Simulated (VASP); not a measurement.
# CuO (C2/c) in VASP: a series of runs

CuO is run at these levels: PBEsol+D4, RPBE+D3(BJ); tasks: relaxation of cell and atoms.

All numbers are computed with VASP 6.6.1; they aren't measurements. Logs are shortened: lines on timing, memory, paths and dates and some standing lists are left out, and cuts for length are marked.

## (1) The cell of the first run

The structure is monoclinic, space group C2/c (No. 15). The conventional cell has a = 4.684 Å, b = 3.423 Å, c = 5.129 Å, α = 90.00°, β = 99.54°, γ = 90.00°. Cu (site symmetry -1) has 4 O at 1.95 to 1.96 Å within 2.6 Å. O (site symmetry 2) has 6 Cu at 1.95 to 2.78 Å and 6 O at 2.62 to 2.90 Å within 3.0 Å.

## (2) Relaxation of cell and atoms, PBEsol+D4

The input, INCAR:

```
PREC = Accurate ; ENCUT = 600
EDIFF = 1E-6 ; ISMEAR = -1
SIGMA = 0.05 ; LREAL = F
LASPH = T ; NELM = 60
ALGO = Normal ; ISIF = 3
LWAVE = F ; LCHARG = F
GGA = PS ; IVDW = 13
IBRION = 2 ; NSW = 60
EDIFFG = -0.01
```

The input, KPOINTS:

```
regular mesh
0
Gamma
  10 10 5
```

The input, POSCAR:

```
CuO
1.0
    2.3418500000     -1.7113000000      0.0000000000
    2.3418500000      1.7113000000      0.0000000000
   -0.8500274268      0.0000000000      5.0578693947
Cu O
2 2
Direct
    0.5000000000      0.0000000000      0.5000000000
    0.0000000000      0.5000000000      0.0000000000
    0.4184000000      0.5816000000      0.7500000000
    0.5816000000      0.4184000000      0.2500000000
```

Potentials or basis: VASP PAW PBE potentials, release 64 (Cu, O).

Launch:

```console
$ cat potpaw_PBE.64/Cu/POTCAR potpaw_PBE.64/O/POTCAR > POTCAR
$ mpirun -np 1 vasp_std > vasp.out
```

OUTCAR:

```text
PREC = Accurate
   ENCUT = 600
   EDIFF = 1E-6
   ISMEAR = -1
   LREAL = F
   LASPH = T
   NELM = 60
   ISIF = 3
   GGA = PS
   IVDW = 13
   IBRION = 2
   NSW = 60
   EDIFFG = -0.01

 ion  position               nearest neighbor table
   1  0.500  0.000  0.500-   3 1.95   4 1.95   4 1.96   3 1.96
   2  0.000  0.500  0.000-   4 1.95   3 1.95   4 1.96   3 1.96
   3  0.418  0.582  0.750-   2 1.95   1 1.95   2 1.96   1 1.96
   4  0.582  0.418  0.250-   1 1.95   2 1.95   2 1.96   1 1.96

  LATTYP: Found a base centered monoclinic cell.
 ALAT       =     4.6837000000
 B/A-ratio  =     0.7307470589
 C/A-ratio  =     1.0950317057
 COS(beta)  =    -0.1657361228

  Lattice vectors:

 A1 = (   2.3418500000,  -1.7113000000,   0.0000000000)
 A2 = (   2.3418500000,   1.7113000000,   0.0000000000)
 A3 = (  -0.8500274268,   0.0000000000,   5.0578693947)

Analysis of symmetry for initial positions (statically):
=====================================================================
 Subroutine PRICEL returns:
 Original cell was already a primitive cell.

 Routine SETGRP: Setting up the symmetry group for a
 base centered monoclinic supercell.

 Subroutine GETGRP returns: Found  4 space group operations
 (whereof  2 operations were pure point group operations)
 out of a pool of  4 trial point group operations.

The static configuration has the point symmetry S_2 .
 The point group associated with its full space group is C_2h.

Analysis of symmetry for dynamics (positions and initial velocities):
=====================================================================
 Subroutine PRICEL returns:
 Original cell was already a primitive cell.

 Routine SETGRP: Setting up the symmetry group for a
 base centered monoclinic supercell.

 Subroutine GETGRP returns: Found  4 space group operations
 (whereof  2 operations were pure point group operations)
 out of a pool of  4 trial point group operations.

The dynamic configuration has the point symmetry S_2 .
 The point group associated with its full space group is C_2h.

 Subroutine INISYM returns: Found  4 space group operations
 (whereof  2 operations are pure point group operations),
 and found     1 'primitive' translations

----------------------------------------------------------------------------------------

                                     Primitive cell

  volume of cell :      40.5399

  direct lattice vectors                    reciprocal lattice vectors
     2.341850000 -1.711300000  0.000000000     0.213506416 -0.292175539  0.035881968
     2.341850000  1.711300000  0.000000000     0.213506416  0.292175539  0.035881968
    -0.850027427  0.000000000  5.057869395     0.000000000  0.000000000  0.197711709

  length of vectors
     2.900484289  2.900484289  5.128800000     0.363646877  0.363646877  0.197711709

  position of ions in fractional coordinates (direct lattice)
     0.500000000  0.000000000  0.500000000
     0.000000000  0.500000000  0.000000000
     0.418400000  0.581600000  0.750000000
     0.581600000  0.418400000  0.250000000

  ion indices of the primitive-cell ions
   primitive index   ion index
                 1           1
                 2           2
                 3           3
                 4           4

----------------------------------------------------------------------------------------

 KPOINTS: regular mesh

Automatic generation of k-mesh.
 Grid dimensions read from file:
 generate k-points for:   10   10    5

 Generating k-lattice:

  Cartesian coordinates                     Fractional coordinates (reciprocal lattice)
     0.021350642 -0.029217554  0.003588197     0.100000000  0.000000000  0.000000000
     0.021350642  0.029217554  0.003588197     0.000000000  0.100000000  0.000000000
     0.000000000  0.000000000  0.039542342     0.000000000  0.000000000  0.200000000

  Length of vectors
     0.036364688  0.036364688  0.039542342

  Shift w.r.t. Gamma in fractional coordinates (k-lattice)
     0.000000000  0.000000000  0.000000000

 Subroutine IBZKPT returns following result:
 ===========================================

 Found    141 irreducible k-points:

 Following reciprocal coordinates:
            Coordinates               Weight
  0.000000  0.000000  0.000000      1.000000
  0.100000 -0.000000  0.000000      4.000000
  0.200000 -0.000000  0.000000      4.000000
  0.300000 -0.000000  0.000000      4.000000
  0.400000 -0.000000  0.000000      4.000000
  0.500000 -0.000000  0.000000      2.000000
[... 16 lines left out ...]
  0.300000  0.300000  0.000000      2.000000
  0.400000  0.300000  0.000000      4.000000
 [... further k-points ...]
   k-points           NKPTS =    141   k-points in BZ     NKDIM =    141   number of bands    NBANDS=     21
   number of dos      NEDOS =    301   number of ions     NIONS =      4
   total plane-waves  NPLWV =  24192
   dimension x,y,z NGX =    24 NGY =   24 NGZ =   42
   dimension x,y,z NGXF=    48 NGYF=   48 NGZF=   84
   ions per type =               2   2
   NGX,Y,Z   is equivalent  to a cutoff of  13.76, 13.76, 13.61 a.u.
   NGXF,Y,Z  is equivalent  to a cutoff of  27.51, 27.51, 27.23 a.u.
 SYSTEM =  unknown system
   PREC   = accura    normal or accurate (medium, high low for compatibility)
   ISTART =      0    job   : 0-new  1-cont  2-samecut
   ICHARG =      2    charge: 1-file 2-atom 10-const
   ISPIN  =      1    spin polarized calculation?
   LNONCOLLINEAR =      F non collinear calculations
   LSORBIT =      F    spin-orbit coupling
   LASPH  =      T    aspherical Exc in radial PAW
   ENCUT  =  600.0 eV  44.10 Ry    6.64 a.u.   5.79  5.79 10.24*2*pi/ulx,y,z
   NELM   =     60;   NELMIN=  2; NELMDL= -5     # of ELM steps
   EDIFF  = 0.1E-05   stopping-criterion for ELM
   LREAL  =      F    real-space projection
   EDIFFG = -.1E-01   stopping-criterion for IOM
   NSW    =     60    number of steps for IOM
   IBRION =      2    ionic relax: 0-MD 1-quasi-New 2-CG
   NFREE  =      1    steps in history (QN), initial steepest desc. (CG)
   ISIF   =      3    stress and relaxation
   ISYM   =      2    0-nonsym 1-usesym 2-fastsym
   POTIM  = 0.5000    time-step for ionic-motion
   TEBEG  =    0.0;   TEEND  =   0.0 temperature during run
   PSTRESS=    0.0 pullay stress
   NELECT =      34.0000    total number of electrons
   NUPDOWN=      -1.0000    fix difference up-down
   EMIN   =  10.00;   EMAX   =-10.00  energy-range for DOS
   EFERMI =   0.00;   METHOD = LEGACY
   ISMEAR =    -1;   SIGMA  =   0.05  broadening in eV -4-tet -1-fermi 0-gaus
   EFERMI_NEDOS =   21; number of points for ismear=-14 and -15
   IALGO  =     38    algorithm
   IMIX   =      4    mixing-type and parameters
     AMIX     =   0.40;   BMIX     =  1.00
     AMIX_MAG =   1.60;   BMIX_MAG =  1.00
  volume/ion in A,a.u.               =      10.13        68.39
  Fermi-wavevector in a.u.,A,eV,Ry     =   1.543856  2.917465 32.429379  2.383492
  Thomas-Fermi vector in A             =   2.649460
   LORBIT       =      0    0 simple, 1 ext, 2 COOP (PROOUT), +10 PAW based schemes
   GGA     = PS    functional components
   LHFCALC =     F    Hartree Fock is set to
   AEXX    =    0.0000 exact exchange contribution
   IVDW    =    13    specifies the selected vdW correction
   LEPSILON=     F    determine dielectric tensor
   LRPA    =     F    only Hartree local field effects (RPA)
 conjugate gradient relaxation of ions
 non-spin polarized calculation
  energy-cutoff  :      600.00
  volume of cell :       40.54
 maximum number of plane-waves:      1364
   NGX = 11   NGY = 11   NGZ = 21

--------------------------------------- Ionic step        1  -------------------------------------------

 number of electron      33.9999983 magnetization

 Free energy of the ion-electron system (eV)
  ---------------------------------------------------
  ext. energy  EPLUGINS =         0.00000000
  ---------------------------------------------------
  free energy    TOTEN  =       -21.35526453 eV

  energy without entropy =      -21.33595768  energy(sigma->0) =      -21.34561110

------------------------ aborting loop because EDIFF is reached ----------------------------------------

  DFT-D4 for vdW energy calculation

  Edisp (eV):   -0.72483

  FORCE on cell =-STRESS in cart. coord.  units (eV):
  Direction    XX          YY          ZZ          XY          YZ          ZX
  --------------------------------------------------------------------------------------
  -------------------------------------------------------------------------------------
  Total      -1.29107    -0.66818    -1.64479     0.00000     0.00000    -0.14789
  in kB     -51.02435   -26.40700   -65.00365     0.00000     0.00000    -5.84491
  external pressure =      -47.48 kB  Pullay stress =        0.00 kB
[... 103 lines left out ...]
  FREE ENERGIE OF THE ION-ELECTRON SYSTEM (eV)
  ---------------------------------------------------
  free  energy   TOTEN  =       -22.1016096123 eV

  energy  without entropy=      -22.0828105221  energy(sigma->0) =      -22.09221007

[... ionic steps 4 to 45 ...]

--------------------------------------- Ionic step       46  -------------------------------------------

 number of electron      33.9999968 magnetization

------------------------ aborting loop because EDIFF is reached ----------------------------------------

  DFT-D4 for vdW energy calculation

  Edisp (eV):   -0.69775
[... 73 lines left out ...]
  energy  without entropy=      -22.1532851979  energy(sigma->0) =      -22.16362313

--------------------------------------- Ionic step       48  -------------------------------------------

 number of electron      33.9999969 magnetization

 Free energy of the ion-electron system (eV)
  ---------------------------------------------------
  ext. energy  EPLUGINS =         0.00000000
  ---------------------------------------------------
  free energy    TOTEN  =       -21.47542793 eV

  energy without entropy =      -21.45475343  energy(sigma->0) =      -21.46509068

 E-fermi :   5.3656     XC(G=0): -11.8881

 val. band max:        5.3578851129   @ k =   0.5000   0.1000   0.2000
 cond. band min:       5.3684638689   @ k =   0.3000   0.1000   0.0000
 fundamental gap:      0.0105787560
 Fermi energy:         5.3656362094

 k-point     1 :       0.0000    0.0000    0.0000
  band No.  band energies     occupation
      1     -14.7902      2.00000
      2     -13.3502      2.00000
      3      -3.2831      2.00000
      4      -0.4423      2.00000
      5      -0.3359      2.00000
      6       1.3604      2.00000
[... 550 lines left out ...]
      5      -0.8496      2.00000
      6      -0.4153      2.00000
[... 13 lines left out ...]
     20      10.9176      0.00000
     21      14.7745      0.00000

 [... further k-points ...]

------------------------ aborting loop because EDIFF is reached ----------------------------------------

  DFT-D4 for vdW energy calculation

  Edisp (eV):   -0.69854

  FORCE on cell =-STRESS in cart. coord.  units (eV):
  Direction    XX          YY          ZZ          XY          YZ          ZX
  --------------------------------------------------------------------------------------
  -------------------------------------------------------------------------------------
  Total      -0.00496    -0.01950     0.01662     0.00000     0.00000    -0.00769
  in kB      -0.18886    -0.74252     0.63284     0.00000     0.00000    -0.29290
  external pressure =       -0.10 kB  Pullay stress =        0.00 kB
[... 19 lines left out ...]
  FREE ENERGIE OF THE ION-ELECTRON SYSTEM (eV)
  ---------------------------------------------------
  free  energy   TOTEN  =       -22.1739684197 eV

  energy  without entropy=      -22.1532939212  energy(sigma->0) =      -22.16363117

 reached required accuracy - stopping structural energy minimisation
```

Wall time 26 min (1 thread of Intel Xeon Platinum 8559C (Emerald Rapids), shared host); peak memory 0.29 GiB.

Results:

```yaml
Free_energy: -22.1740 eV
Relaxed_volume: 10.52 Å³/atom
Relaxed_cell: a = 2.875 Å, b = 2.875 Å, c = 5.097 Å, α = 90.62°, β = 90.62°, γ = 87.14°
Space_group_after_relaxing_to_0.1_Å: Cccm (No. 66)
Energy_gained_by_relaxing: 23.5 meV/atom
Ionic_steps: 48
Pressure_after_relaxing: 0.0 GPa
Largest_force_after_relaxing: 0.008 eV/Å
Band_gap_on_the_k_mesh: zero (bands 17 and 18 overlap by 0.96 eV)
Dispersion_energy_per_atom: -0.175 eV
```

Forces on the atoms (eV/Å):
```
Cu   0.000  0.000  0.000
Cu   0.000  0.000  0.000
O    0.000 -0.008  0.000
O    0.000  0.008  0.000
```

Stress tensor (GPa, compression positive):
```
-0.02  0.00 -0.03
 0.00 -0.07  0.00
-0.03  0.00  0.06
```

The path:
```
step  energy change (eV)  largest force (eV/Å)  pressure (GPa)  volume (Å³)
   1              0.0000                0.3196           -4.75        40.54
   3             -0.0215                0.1708            0.73        39.46
   5             -0.0292                0.0152            0.41        39.72
   7             -0.0440                0.0899           -1.70        40.66
   9             -0.0497                0.1393           -3.35        41.53
  11             -0.0548                0.1351           -3.05        41.60
  13             -0.0714                0.1098           -1.50        41.83
  15             -0.0769                0.0798           -0.25        41.95
  17             -0.0840                0.0312           -0.09        41.88
  19             -0.0869                0.0279            0.29        41.79
  21             -0.0879                0.0349           -0.64        41.95
  23             -0.0886                0.0664            0.18        41.81
  25             -0.0899                0.0441            0.26        41.86
  27             -0.0903                0.0342            0.60        42.06
  29             -0.0915                0.0033            0.17        42.05
  31             -0.0916                0.0034           -0.92        42.33
  33             -0.0921                0.0005           -0.39        42.19
  35             -0.0932                0.0286           -0.08        42.06
  37             -0.0933                0.0166           -0.02        42.04
  39             -0.0934                0.0097            0.33        41.99
  41             -0.0935                0.0047            0.23        42.02
  43             -0.0937                0.0165            0.00        42.09
  45             -0.0937                0.0104           -0.33        42.14
  47             -0.0939                0.0132           -0.13        42.10
  48             -0.0939                0.0084           -0.01        42.07
```

Final structure:
```
Cu O
1.0
     2.07805   -1.98159    0.14313
     2.07805    1.98159    0.14313
    -0.42597    0.00000    5.07908
Cu O
2 2
Direct
  0.50000 0.00000 0.50000
  0.00000 0.50000 0.00000
  0.49512 0.50488 0.75000
  0.50488 0.49512 0.25000
```

Levels at points of the mesh, in eV from the Fermi level:
| k point | band 14 | band 15 | band 16 | band 17 | band 18 | band 19 | band 20 | band 21 |
| --- | --- | --- | --- | --- | --- | --- | --- | --- |
| (0.00, 0.00, 0.00) | -2.50 | -2.41 | -2.02 | 0.66 | 0.78 | 1.52 | 6.07 | 7.48 |
| (0.50, 0.00, 0.00) | -1.99 | -1.64 | -1.57 | 0.25 | 0.49 | 3.48 | 6.06 | 6.62 |
| (0.50, 0.50, 0.00) | -2.44 | -1.64 | -1.24 | -1.20 | 1.22 | 1.91 | 7.17 | 9.56 |

Caveat: the PAW data sets were made with another functional, which shifts forces and pressure a little; semilocal functionals often make such compounds metallic where correlation or magnetic order opens a gap, which also shifts bond lengths. Zero-point motion and thermal expansion aren't in these numbers.

## (3) Relaxation of cell and atoms, RPBE+D3(BJ)

The input, INCAR:

```
SYSTEM = CuO
  PREC = Accurate
  ENCUT = 600
  EDIFF = 1E-7
  ISMEAR = -1
  SIGMA = 0.05
  LREAL = .False.
  LASPH = .True.
  NELM = 80
  ALGO = Normal
  ISIF = 3
  LWAVE = .False.
  LCHARG = .False.
  GGA = RP
  IVDW = 12
  IBRION = 2
  NSW = 60
  EDIFFG = -0.01
```

The input, KPOINTS:

```
Automatic mesh
0
Gamma
  10 10 5
  0 0 0
```

POSCAR is that of step 2.

Potentials or basis: VASP PAW PBE potentials, release 64 (Cu, O).

Launch:

```console
$ cat potpaw_PBE.64/Cu/POTCAR potpaw_PBE.64/O/POTCAR > POTCAR
$ mpirun -np 1 vasp_std > vasp.out
```

It took 21 min on 1 thread of Intel Xeon Platinum 8559C (Emerald Rapids), shared host; peak memory 0.3 GiB.

It converged, with:

| Property | Result |
| --- | --- |
| Free energy | -22.6549 eV |
| Relaxed volume | 8.77 Å³/atom |
| Relaxed cell | a = 2.870 Å, b = 2.870 Å, c = 5.027 Å, α = 104.68°, β = 104.68°, γ = 62.50° |
| Space group after relaxing (to 0.1 Å) | C2/c (No. 15) |
| Energy gained by relaxing | 68.3 meV/atom |
| Ionic steps | 33 |
| Pressure after relaxing | 0.0 GPa |
| Largest force after relaxing | 0.005 eV/Å |
| Band gap on the k mesh | zero (bands 17 and 18 overlap by 0.68 eV) |
| Dispersion energy per atom | -1.402 eV |

Forces in eV/Å, atoms in the order of the input:
```
Cu   0.000  0.000  0.000
Cu   0.000  0.000  0.000
O    0.000 -0.005  0.000
O    0.000  0.005  0.000
```

Stress tensor (GPa, compression positive):
```
 0.07  0.00 -0.16
 0.00 -0.03  0.00
-0.16  0.00 -0.12
```

The path:
```tsv
step	energy change (eV)	largest force (eV/Å)	pressure (GPa)	volume (Å³)
1	0.0000	0.0928	-11.26	40.54
2	-0.0595	0.4904	9.53	36.50
3	-0.0997	0.2365	0.41	37.98
4	-0.1249	0.3330	0.27	37.72
5	-0.1521	0.5918	0.90	36.97
6	-0.1681	0.5126	0.09	36.92
7	-0.1993	0.3016	-2.28	36.73
8	-0.1977	0.0255	-5.40	36.28
9	-0.2075	0.1519	-3.96	36.53
10	-0.2355	0.1207	0.39	35.58
11	-0.2382	0.1085	2.42	35.20
12	-0.2519	0.0362	0.89	35.35
13	-0.2592	0.0582	-1.12	35.56
14	-0.2645	0.0086	0.21	35.33
15	-0.2652	0.0413	0.88	35.21
16	-0.2674	0.0533	-0.46	35.39
17	-0.2676	0.0565	-0.79	35.44
18	-0.2699	0.0682	-0.28	35.33
19	-0.2712	0.0823	0.41	35.19
20	-0.2724	0.0175	-0.42	35.28
21	-0.2724	0.0175	-0.44	35.28
22	-0.2726	0.0094	0.30	35.14
23	-0.2726	0.0123	0.04	35.19
24	-0.2727	0.0126	0.05	35.17
25	-0.2729	0.0169	0.21	35.12
26	-0.2728	0.0242	0.44	35.01
27	-0.2730	0.0193	0.30	35.09
28	-0.2730	0.0153	0.14	35.10
29	-0.2731	0.0087	-0.18	35.13
30	-0.2731	0.0069	-0.16	35.12
31	-0.2732	0.0003	-0.10	35.09
32	-0.2732	0.0108	0.02	35.04
33	-0.2732	0.0046	-0.03	35.07
```

Final structure:
```
Cu O
1.0
     2.44897   -1.48869   -0.14317
     2.44897    1.48869   -0.14317
    -1.20692    0.00000    4.87969
Cu O
2 2
Direct
  0.50000 0.00000 0.50000
  0.00000 0.50000 0.00000
  0.32147 0.67853 0.75000
  0.67853 0.32147 0.25000
```

Levels at points of the mesh, in eV from the Fermi level:
```
           k point  band 13  band 14  band 15  band 16  band 17  band 18  band 19  band 20  band 21
(0.00, 0.00, 0.00)    -2.60    -2.17    -2.10    -1.61     0.36     0.86     2.08     5.97    10.05
(0.50, 0.00, 0.00)    -1.83    -1.62    -0.96    -0.89    -0.44    -0.28     7.15     7.84     8.26
(0.50, 0.50, 0.00)    -1.95    -1.93    -1.65    -1.45     0.40     0.89     5.34     6.38    10.60
```

Caveat: the dispersion term is far too large for a dense solid, which distorts pressure and volume; the PAW data sets were made with another functional, which shifts forces and pressure a little; semilocal functionals often make such compounds metallic where correlation or magnetic order opens a gap, which also shifts bond lengths. With open d or f shells a metallic result of RPBE can be an artefact of self-interaction; +U or a hybrid may open a gap.

The gap in the log of VASP goes by the Fermi energy; the results here count the filled bands.